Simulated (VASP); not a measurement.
Input of a VASP 6.6.1 run:

INCAR

```
  PREC = Accurate
  ENCUT = 400
  EDIFF = 1E-6
  ISMEAR = 0
  SIGMA = 0.05
  LREAL = False
  LASPH = True
  NELM = 120
  ALGO = Normal
  ISIF = 2
  LWAVE = False
  LCHARG = False
  LDIPOL = True
  IDIPOL = 3
  DIPOL = 0.5 0.5 0.289
  GGA = PE
  IVDW = 12
  NBANDS = 62
  GGA_COMPAT = False
  NELMDL = -8
```

Contents of KPOINTS:

```
regular mesh
0
Gamma
  6 6 1
```

The input POSCAR:

```
Zr2HS4
1.0
    7.2976778227      0.0000000000      0.0000000000
   -3.6488389114      6.3199743831      0.0000000000
    0.0000000000      0.0000000000     20.9171506047
S Zr H
8 4 2
Direct
    0.3333333333      0.1666666667      0.1912306354
    0.3333333333      0.6666666667      0.1912306354
    0.8333333333      0.1666666667      0.1912306354
    0.8333333333      0.6666666667      0.1912306354
    0.1666666667      0.3333333333      0.3306927762
    0.1666666667      0.8333333333      0.3306927762
    0.6666666667      0.3333333333      0.3306927762
    0.6666666667      0.8333333333      0.3306927762
    0.0000000000      0.0000000000      0.2609617058
    0.0000000000      0.5000000000      0.2609617058
    0.5000000000      0.0000000000      0.2609617058
    0.5000000000      0.5000000000      0.2609617058
    0.3869988249      0.7739976498      0.4549926892
    0.4463345084      0.8926690169      0.4549926892
```

Potentials or basis: VASP PAW PBE potentials, release 64 (S, Zr_sv, H).

The run is started by

```bash
$ cat potpaw_PBE.64/S/POTCAR potpaw_PBE.64/Zr_sv/POTCAR potpaw_PBE.64/H/POTCAR > POTCAR
$ mpirun -np 1 vasp_std > vasp.out
```

What does it give for the largest force?

0.055 eV/Å.

What does it give for the band gap on the k mesh?

1.10 eV.

Forces on the atoms (eV/Å):
```
S    0.002  0.005 -0.013
S    0.000 -0.002 -0.004
S   -0.002  0.005 -0.013
S    0.000 -0.007 -0.011
S    0.000  0.004  0.028
S   -0.028  0.003 -0.047
S    0.000 -0.004  0.028
S    0.028  0.003 -0.047
Zr   0.000 -0.020  0.006
Zr   0.000  0.021 -0.004
Zr   0.000 -0.021  0.002
Zr   0.000  0.021 -0.004
H    0.000 -0.032  0.038
H    0.000  0.025  0.041
```
